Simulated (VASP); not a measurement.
Write the native input for VASP 6.6.1 that does the following.

* Task: relaxation of cell and atoms
* Functional: r2SCAN
* Potentials or basis: VASP PAW PBE potentials, release 64 (Au)
* Cutoff: 600 eV
* k mesh: 18 × 18 × 18
* Occupations: gaussian, width 0.1 eV
* Spin: no spin polarisation
* Dipole correction: no
* Further INCAR settings: ALGO = Normal; EDIFF = 1e-06; IBRION = 2; EDIFFG = -0.005; NSW = 100; ISIF = 3

The system is Au.

```xyz
1
Lattice="0.0000 2.0856 2.0856 2.0856 0.0000 2.0856 2.0856 2.0856 0.0000" Properties=species:S:1:pos:R:3 pbc="T T T"
Au    0.0000    0.0000    0.0000
```

The input as run:

POSCAR

```
Au
1.0
    0.0000000000      2.0856442700      2.0856442700
    2.0856442700      0.0000000000      2.0856442700
    2.0856442700      2.0856442700      0.0000000000
Au
1
Direct
    0.0000000000      0.0000000000      0.0000000000
```

INCAR.step1

```
ALGO = Normal
EDIFF = 1E-4
ENCUT = 600
GGA = PE
ISMEAR = 0
LASPH = T
LCHARG = F
LREAL = F
LWAVE = T
NELM = 100
PREC = Accurate
SIGMA = 0.1
```

INCAR.step2

```
ALGO = Normal
EDIFF = 1E-6
EDIFFG = -0.005
ENCUT = 600
IBRION = 2
ISIF = 3
ISMEAR = 0
ISTART = 1
LASPH = T
LCHARG = F
LMIXTAU = T
LREAL = F
LWAVE = F
METAGGA = R2SCAN
NELM = 100
NSW = 100
PREC = Accurate
SIGMA = 0.1
```

KPOINTS

```
k-points
0
Gamma
  18 18 18
```

Potentials or basis: VASP PAW PBE potentials, release 64 (Au).

Run with:

```sh
$ cat potpaw_PBE.64/Au/POTCAR > POTCAR
$ cp INCAR.step1 INCAR
$ mpirun -np 1 vasp_std > vasp.out
$ cp INCAR.step2 INCAR
$ mpirun -np 1 vasp_std > vasp.out
```

Results of the run:

* Relaxed volume: 17.58 Å³/atom
* Relaxed cell: a = 2.919 Å, b = 2.919 Å, c = 2.919 Å, α = 60.00°, β = 60.00°, γ = 60.00°
* Space group after relaxing (to 0.05 Å): Fm-3m (No. 225)
* Energy gained by relaxing: 8.3 meV/atom
* Ionic steps: 3
* Pressure after relaxing: 0.0 GPa

Caveat: the PAW data sets were made with another functional, which shifts forces and pressure a little.

Run time: 3.8 min on 1 thread of AMD EPYC 9R14 (Zen 4), with other jobs on the host, peak memory 0.16 GiB.
